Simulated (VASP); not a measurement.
# Al31SbN32 (a cell with a defect) in VASP: single point with HSE06

Aim: the single point of Al31SbN32 (a cell with a defect) with HSE06.

All numbers are computed with VASP 6.6.1; they aren't measurements. Logs are shortened: lines on timing, memory, paths and dates and some standing lists are left out, and cuts for length are marked.

## 1. The cell of the first run

The cell holds a defect, 64 atoms: a = 8.755 Å, b = 8.755 Å, c = 8.755 Å, α = 90.00°, β = 90.00°, γ = 90.00°.

## 2. Single point, HSE06, collinear spin

Contents of POSCAR:

```
Al31SbN32
1.0
    8.7554440000      0.0000000000      0.0000000000
    0.0000000000      8.7554440000      0.0000000000
    0.0000000000      0.0000000000      8.7554440000
Al Sb N
31 1 32
Direct
    0.9995920000      0.0000540000      0.9998650000
    0.0006170000      0.0010670000      0.5001670000
    0.0005580000      0.4994450000      0.9988910000
    0.9991100000      0.4995240000      0.5003320000
    0.4989870000      0.0010180000      0.9988750000
    0.4990820000      0.9995570000      0.5003110000
    0.4991810000      0.4996100000      0.0004000000
    0.2491440000      0.2496030000      0.9990500000
    0.2473390000      0.2477490000      0.4963170000
    0.2479600000      0.7510550000      0.0000210000
    0.2406810000      0.7562370000      0.5024130000
    0.7506270000      0.2484080000      0.0000300000
    0.7558370000      0.2411540000      0.5024060000
    0.7500170000      0.7505170000      0.0006960000
    0.7539440000      0.7543890000      0.4992260000
    0.2478110000      0.9997220000      0.2487590000
    0.2491040000      0.0009620000      0.7504420000
    0.2408600000      0.4975950000      0.2438680000
    0.2474790000      0.5032530000      0.7519030000
    0.7500430000      0.9994740000      0.2494000000
    0.7506320000      0.9998600000      0.7516020000
    0.7537130000      0.5003440000      0.2458360000
    0.7558130000      0.4975550000      0.7585390000
    0.9993160000      0.2482430000      0.2487560000
    0.0005000000      0.2495370000      0.7504400000
    0.9990120000      0.7504990000      0.2493780000
    0.9994250000      0.7510920000      0.7516360000
    0.4971500000      0.2413300000      0.2438320000
    0.5028300000      0.2479110000      0.7518900000
    0.4999050000      0.7541510000      0.2458470000
    0.4970790000      0.7562320000      0.7585230000
    0.5118360000      0.5122550000      0.4879260000
    0.1249960000      0.1254450000      0.1238990000
    0.1260460000      0.1265250000      0.6251610000
    0.1220040000      0.6260530000      0.1223950000
    0.1232750000      0.6252850000      0.6259920000
    0.6255960000      0.1224530000      0.1223720000
    0.6248420000      0.1237340000      0.6259640000
    0.6240370000      0.6244730000      0.1251150000
    0.6366580000      0.6371530000      0.6455080000
    0.3742430000      0.3747130000      0.1262600000
    0.3755480000      0.3759910000      0.6238220000
    0.3737870000      0.8771070000      0.1230350000
    0.3740910000      0.8742180000      0.6256580000
    0.8766490000      0.3742250000      0.1230350000
    0.8737260000      0.3745590000      0.6256680000
    0.8747230000      0.8751840000      0.1250880000
    0.8767750000      0.8772340000      0.6260840000
    0.3738960000      0.1237210000      0.3747870000
    0.3747820000      0.1266100000      0.8737040000
    0.3537680000      0.6371030000      0.3636350000
    0.3740010000      0.6252820000      0.8762920000
    0.8772860000      0.1223840000      0.3740490000
    0.8757740000      0.1254140000      0.8748190000
    0.8748740000      0.6244490000      0.3756330000
    0.8772070000      0.6261320000      0.8778540000
    0.1232640000      0.3743580000      0.3748040000
    0.1261280000      0.3752350000      0.8737410000
    0.1219550000      0.8777310000      0.3740420000
    0.1250030000      0.8762450000      0.8748230000
    0.6366580000      0.3541620000      0.3635950000
    0.6248240000      0.3744690000      0.8762900000
    0.6240250000      0.8753340000      0.3756180000
    0.6256700000      0.8776610000      0.8778580000
```

Contents of INCAR.step1:

```
SYSTEM = Al31SbN32
PREC = Accurate ; ENCUT = 520
EDIFF = 1E-5 ; ISMEAR = -1
SIGMA = 0.05 ; LREAL = Auto
LASPH = .TRUE. ; NELM = 200
ALGO = Normal ; ISIF = 2
LWAVE = .TRUE. ; LCHARG = .FALSE.
ISPIN = 2 ; MAGMOM = 0 0 0 0 0 0 0 0 0 0 0 0 0 0 0 0 0 0 0 0 0 0 0 0 0 0 0 0 0 0 0 0.2 0 0 0 0 0 0 0 0.2 0 0.2 0 0 0 0 0 0 0 0 0.2 0 0 0 0 0 0 0 0 0 0.2 0 0 0
LORBIT = 11 ; GGA = PE
NELECT = 257.0 ; NBANDS = 171
GGA_COMPAT = .FALSE. ; NCORE = 4
```

Contents of INCAR.step2:

```
SYSTEM = Al31SbN32
PREC = Accurate ; ENCUT = 520
EDIFF = 1E-6 ; ISMEAR = -1
SIGMA = 0.05 ; LREAL = Auto
LASPH = .TRUE. ; NELM = 200
ALGO = Normal ; ISIF = 2
LWAVE = .FALSE. ; LCHARG = .FALSE.
ISPIN = 2 ; MAGMOM = 0 0 0 0 0 0 0 0 0 0 0 0 0 0 0 0 0 0 0 0 0 0 0 0 0 0 0 0 0 0 0 0.2 0 0 0 0 0 0 0 0.2 0 0.2 0 0 0 0 0 0 0 0 0.2 0 0 0 0 0 0 0 0 0 0.2 0 0 0
LORBIT = 11 ; GGA = PE
LHFCALC = .TRUE. ; HFSCREEN = 0.2079
PRECFOCK = Fast ; ISTART = 1
NELECT = 257.0 ; NBANDS = 171
GGA_COMPAT = .FALSE. ; NCORE = 4
```

Contents of KPOINTS:

```
regular mesh
0
G
  1 1 1
  0 0 0
```

Potentials or basis: VASP PAW PBE potentials, release 64 (Al, Sb, N).

Launch:

```sh
> cat potpaw_PBE.64/Al/POTCAR potpaw_PBE.64/Sb/POTCAR potpaw_PBE.64/N/POTCAR > POTCAR
> cp INCAR.step1 INCAR
> mpirun -np 4 vasp_gam > vasp.out
> cp INCAR.step2 INCAR
> mpirun -np 4 vasp_gam > vasp.out
```

OUTCAR:

```text
SYSTEM = Al31SbN32
   PREC = Accurate
   ENCUT = 520
   EDIFF = 1E-6
   ISMEAR = -1
   LREAL = Auto
   LASPH = .TRUE.
   NELM = 200
   ISIF = 2
   ISPIN = 2
   LORBIT = 11
   GGA = PE
   LHFCALC = .TRUE.
   HFSCREEN = 0.2079
   PRECFOCK = Fast
   ISTART = 1
   NELECT = 257.0

 ion  position               nearest neighbor table
   1  1.000  0.000  1.000-  54 1.89  60 1.89  33 1.89  47 1.90  24 3.08  16 3.08  27 3.08  21 3.08
                            12 3.08  10 3.08  25 3.09  17 3.09  26 3.09  20 3.09   8 3.09  14 3.09
   2  0.001  0.001  0.500-  53 1.87  59 1.87  48 1.89  34 1.90  13 3.00  11 3.00  15 3.05   9 3.05
                            24 3.09  16 3.09  25 3.09  17 3.09  20 3.10  26 3.10  21 3.10  27 3.10
   3  0.001  0.499  0.999-  56 1.88  35 1.88  45 1.89  58 1.90  23 3.00  18 3.00  22 3.06  19 3.06
                            25 3.09   8 3.09  27 3.09  10 3.09  12 3.10  24 3.10  26 3.11  14 3.11
   4  0.999  0.500  0.500-  55 1.89  57 1.89  36 1.90  46 1.90  18 3.09  11 3.09  22 3.10  19 3.10
                             9 3.10  25 3.10  15 3.10  23 3.11  13 3.11  26 3.11  24 3.11  27 3.11
   5  0.499  0.001  0.999-  64 1.88  37 1.88  43 1.89  50 1.90  31 3.00  28 3.00  30 3.06  29 3.06
                            17 3.09   8 3.09  21 3.09  12 3.09  10 3.10  16 3.10  14 3.11  20 3.11
   6  0.499  1.000  0.500-  63 1.89  49 1.89  38 1.90  44 1.90  28 3.09  13 3.09  30 3.10  29 3.10
                             9 3.10  17 3.10  15 3.10  31 3.11  20 3.11  11 3.11  16 3.11  21 3.11
   7  0.499  0.500  0.000-  39 1.89  62 1.90  52 1.90  41 1.90  23 3.09  31 3.09   8 3.10  22 3.10
                            30 3.10  19 3.10  29 3.10  14 3.11  28 3.11  18 3.11  12 3.11  10 3.11
   8  0.249  0.250  0.999-  33 1.89  58 1.89  50 1.89  41 1.91  28 3.05  18 3.05  17 3.08  25 3.08
                             3 3.09   5 3.09   1 3.09  24 3.09  16 3.09   7 3.10  19 3.10  29 3.10
   9  0.247  0.248  0.496-  34 1.88  49 1.88  57 1.88  42 1.94   2 3.05  24 3.07  16 3.07   6 3.10
[... 77 lines left out ...]
  63  0.624  0.875  0.376-   6 1.89  15 1.89  30 1.90  20 1.90
  64  0.626  0.878  0.878-  31 1.87   5 1.88  21 1.89  14 1.89

  LATTYP: Found a simple cubic cell.
 ALAT       =     8.7554440000

  Lattice vectors:

 A1 = (   8.7554440000,   0.0000000000,   0.0000000000)
 A2 = (   0.0000000000,   8.7554440000,   0.0000000000)
 A3 = (   0.0000000000,   0.0000000000,   8.7554440000)

Analysis of symmetry for initial positions (statically):
=====================================================================
 Subroutine PRICEL returns:
 Original cell was already a primitive cell.

 Routine SETGRP: Setting up the symmetry group for a
 simple cubic supercell.

 Subroutine GETGRP returns: Found  1 space group operations
 (whereof  1 operations were pure point group operations)
 out of a pool of 48 trial point group operations.

The static configuration has the point symmetry C_1 .

Analysis of symmetry for dynamics (positions and initial velocities):
=====================================================================
 Subroutine PRICEL returns:
 Original cell was already a primitive cell.

 Routine SETGRP: Setting up the symmetry group for a
 simple cubic supercell.

 Subroutine GETGRP returns: Found  1 space group operations
 (whereof  1 operations were pure point group operations)
 out of a pool of 48 trial point group operations.

The dynamic configuration has the point symmetry C_1 .

Analysis of structural, dynamic, and magnetic symmetry:
=====================================================================
 Subroutine PRICEL returns:
 Original cell was already a primitive cell.

 Routine SETGRP: Setting up the symmetry group for a
 simple cubic supercell.

 Subroutine GETGRP returns: Found  1 space group operations
 (whereof  1 operations were pure point group operations)
 out of a pool of 48 trial point group operations.

The overall configuration has the point symmetry C_1 .

[... 215 lines left out ...]
   IALGO  =     38    algorithm
   IMIX   =      1    mixing-type and parameters
     AMIX     =   0.40;   BMIX     =  1.00
     AMIX_MAG =   1.60;   BMIX_MAG =  1.00
  volume/ion in A,a.u.               =      10.49        70.77
  Fermi-wavevector in a.u.,A,eV,Ry     =   1.188797  2.246501 19.228274  1.413238
  Thomas-Fermi vector in A             =   2.324919
   LORBIT       =     11    0 simple, 1 ext, 2 COOP (PROOUT), +10 PAW based schemes
   GGA     = PE    functional components
   LHFCALC =     T    Hartree Fock is set to
   PRECFOCK=fast      Normal, Fast or Accurate (Low or Medium for compatibility)
   ENCUT4O =  -1.0   cutoff for four orbital integrals eV
   NKREDX  =     1    reduce k-point grid by
   NKREDY  =     1    reduce k-point grid by
   NKREDZ  =     1    reduce k-point grid by
   AEXX    =    0.2500 exact exchange contribution
   HFSCREEN=    0.2079 screening length (either q_TF or 0.3 A-1)
   HFSCREENC=   0.2079 screening length for correlation (either q_TF or 0.3 A-1)
   ENCUTFOCK=  -1.0 apply spherical cutoff to Coloumb kernel
   IVDW    =     0    specifies the selected vdW correction
   LEPSILON=     F    determine dielectric tensor
   LRPA    =     F    only Hartree local field effects (RPA)
 spin polarized calculation
  energy-cutoff  :      520.00
  volume of cell :      671.17
 maximum number of plane-waves:      9019
 NGX is ok and might be reduce to    70
  NGX = 36; NGY = 36; NGZ = 36

 number of electron     256.9999970 magnetization       0.9999484

 Free energy of the ion-electron system (eV)
  ---------------------------------------------------
  ext. energy  EPLUGINS =         0.00000000
  ---------------------------------------------------
  free energy    TOTEN  =      -559.24655928 eV

  energy without entropy =     -559.24655855  energy(sigma->0) =     -559.24655891

 E-fermi :   8.6213     XC(G=0):  -9.0244

 val. band max:        7.8928671145   @ k =   0.0000   0.0000   0.0000
 cond. band min:       9.3504737414   @ k =   0.0000   0.0000   0.0000
 fundamental gap:      1.4576066268
 Fermi energy:         8.6213297904

 spin component 1

 k-point     1 :       0.0000    0.0000    0.0000
  band No.  band energies     occupation
      1     -11.6958      1.00000
      2     -10.6631      1.00000
      3     -10.3787      1.00000
      4     -10.3752      1.00000
      5     -10.2270      1.00000
      6     -10.0229      1.00000
[... 132 lines left out ...]
    139      12.6002      0.00000
    140      12.6417      0.00000
 Fermi energy:         8.6213297904

 spin component 2

 k-point     1 :       0.0000    0.0000    0.0000
  band No.  band energies     occupation
      1     -11.5662      1.00000
      2     -10.5927      1.00000
      3     -10.2188      1.00000
      4     -10.2162      1.00000
      5     -10.1796      1.00000
      6     -10.0163      1.00000
[... 132 lines left out ...]
    139      12.6019      0.00000
    140      12.6475      0.00000
 [bands above 140 left out]

------------------------ aborting loop because EDIFF is reached ----------------------------------------

  FORCE on cell =-STRESS in cart. coord.  units (eV):
  Direction    XX          YY          ZZ          XY          YZ          ZX
  --------------------------------------------------------------------------------------
  -------------------------------------------------------------------------------------
  Total       -9.0109132     -9.0117999     -8.9581163     -3.2733783      2.4831152      2.4476393
  in kB      -21.5102206    -21.5123372    -21.3841877     -7.8139793      5.9275187      5.8428330
  external PRESSURE =     -21.4689152 kB  Pullay stress =       0.0000000 kB

 VOLUME and BASIS-vectors are now :
 -----------------------------------------------------------------------------
  energy-cutoff  :      520.00
  volume of cell :      671.17
      direct lattice vectors                 reciprocal lattice vectors
     8.755444000  0.000000000  0.000000000     0.114214653  0.000000000  0.000000000
     0.000000000  8.755444000  0.000000000     0.000000000  0.114214653  0.000000000
     0.000000000  0.000000000  8.755444000     0.000000000  0.000000000  0.114214653

 POSITION                                       TOTAL-FORCE (eV/Angst)
 -----------------------------------------------------------------------------------
      8.75187      0.00047      8.75426         0.042910      0.036431     -0.005314
      0.00540      0.00934      4.37918         0.045867      0.042397      0.008028
      0.00489      4.37286      8.74573         0.049350      0.100077     -0.009686
      8.74765      4.37355      4.38063         0.062621      0.069179     -0.020568
      4.36885      0.00891      8.74559         0.100006      0.049238     -0.009621
      4.36968      8.75157      4.38044         0.068322      0.064233     -0.020670
[... 56 lines left out ...]
      5.46362      7.66394      3.28870        -0.045915     -0.049959      0.020722
      5.47802      7.68431      7.68604        -0.076006     -0.015340     -0.067755
 -----------------------------------------------------------------------------------
    total drift:                               -0.017380     -0.014347      0.014306

  FREE ENERGIE OF THE ION-ELECTRON SYSTEM (eV)
  ---------------------------------------------------
  free  energy   TOTEN  =      -559.2465592819 eV

  energy  without entropy=     -559.2465585470  energy(sigma->0) =     -559.24655891

 total charge

# of ion       s       p       d       tot
------------------------------------------
    1        0.418   0.458   0.000   0.876
    2        0.421   0.467   0.000   0.889
    3        0.421   0.467   0.000   0.889
    4        0.417   0.456   0.000   0.872
    5        0.421   0.467   0.000   0.889
    6        0.417   0.455   0.000   0.872
[... 56 lines left out ...]
   63        1.221   2.641   0.000   3.862
   64        1.223   2.661   0.000   3.883
--------------------------------------------------
tot         53.246 100.147   0.187 153.580

 magnetization (x)

# of ion       s       p       d       tot
------------------------------------------
    1        0.000   0.000   0.000   0.000
    2        0.002   0.001   0.000   0.003
    3        0.002   0.001   0.000   0.003
    4        0.000   0.001   0.000   0.001
    5        0.002   0.001   0.000   0.003
    6        0.000   0.001   0.000   0.001
[... 56 lines left out ...]
   63        0.002   0.001   0.000   0.004
   64        0.002   0.001   0.000   0.004
--------------------------------------------------
tot          0.172   0.349   0.019   0.540
```

Run time: 17 min. Hardware: 4 MPI ranks of Intel Xeon Platinum 8375C at 2.90GHz (Ice Lake), shared host; peak memory 0.46 GiB.

Results:

| Quantity | Value |
| --- | --- |
| Free energy | -559.2466 eV |
| Largest force | 0.647 eV/Å |
| Net moment | 1.00 μB per cell |
| Site moments | Al +0.00, -0.00 (each value once); Sb +0.13; N -0.00, +0.00, +0.12, -0.01 (each value once) μB |
| Valence electrons inside the program's atomic spheres | Al 0.88, 0.89, 0.87 (each value once); Sb 2.61; N 3.87, 3.88, 3.86, 3.83, 3.81 (each value once) |

Forces in eV/Å, atoms in the order of the input:
```
Al   0.043  0.036 -0.005
Al   0.046  0.042  0.008
Al   0.049  0.100 -0.010
Al   0.063  0.069 -0.021
Al   0.100  0.049 -0.010
Al   0.068  0.064 -0.021
Al   0.063  0.067 -0.030
Al  -0.020 -0.022 -0.013
Al  -0.096 -0.089 -0.043
Al  -0.046 -0.002 -0.014
Al  -0.094  0.045  0.014
Al  -0.006 -0.047 -0.017
Al   0.037 -0.100  0.014
Al   0.013  0.005 -0.062
Al   0.052  0.054 -0.035
Al  -0.023  0.062  0.025
Al  -0.029  0.053  0.063
Al  -0.101  0.064 -0.013
Al  -0.093  0.105  0.143
Al   0.000  0.080  0.010
Al   0.005  0.038  0.090
Al   0.058  0.094 -0.025
Al   0.036  0.076  0.145
Al   0.056 -0.022  0.025
Al   0.051 -0.023  0.064
Al   0.077 -0.001  0.013
Al   0.037  0.007  0.086
Al   0.060 -0.106 -0.012
Al   0.104 -0.088  0.144
Al   0.094  0.061 -0.027
Al   0.075  0.045  0.148
Sb   0.051  0.054 -0.059
N   -0.009 -0.011 -0.016
N    0.019  0.014 -0.050
N    0.026 -0.062 -0.007
N    0.026 -0.036 -0.033
N   -0.060  0.027 -0.006
N   -0.034  0.025 -0.033
N   -0.057 -0.055  0.012
N   -0.378 -0.387 -0.354
N   -0.012 -0.013  0.033
N    0.270  0.270 -0.268
N   -0.001 -0.046  0.008
N   -0.014 -0.079 -0.039
N   -0.041 -0.001  0.009
N   -0.072 -0.015 -0.038
N   -0.033 -0.033  0.002
N   -0.039 -0.043 -0.077
N   -0.032  0.022  0.003
N   -0.034  0.012 -0.051
N    0.371 -0.400  0.301
N   -0.032 -0.044 -0.062
N   -0.014  0.023  0.026
N   -0.010  0.001 -0.032
N   -0.047 -0.043  0.019
N   -0.015 -0.073 -0.062
N    0.024 -0.037  0.005
N    0.014 -0.034 -0.057
N    0.018 -0.018  0.028
N   -0.005 -0.012 -0.030
N   -0.397  0.376  0.304
N   -0.039 -0.035 -0.063
N   -0.046 -0.050  0.021
N   -0.076 -0.015 -0.068
```

Caveat: the k points lie up to 0.72 Å⁻¹ apart; the cell carries a net charge on a neutralising background, which shifts energy and pressure; the cell is charged against a uniform background, so pressure and absolute levels hang on convention; the PAW data sets were made with another functional, which shifts forces and pressure a little; spin-orbit coupling is left out, which moves the levels of the heavy elements.
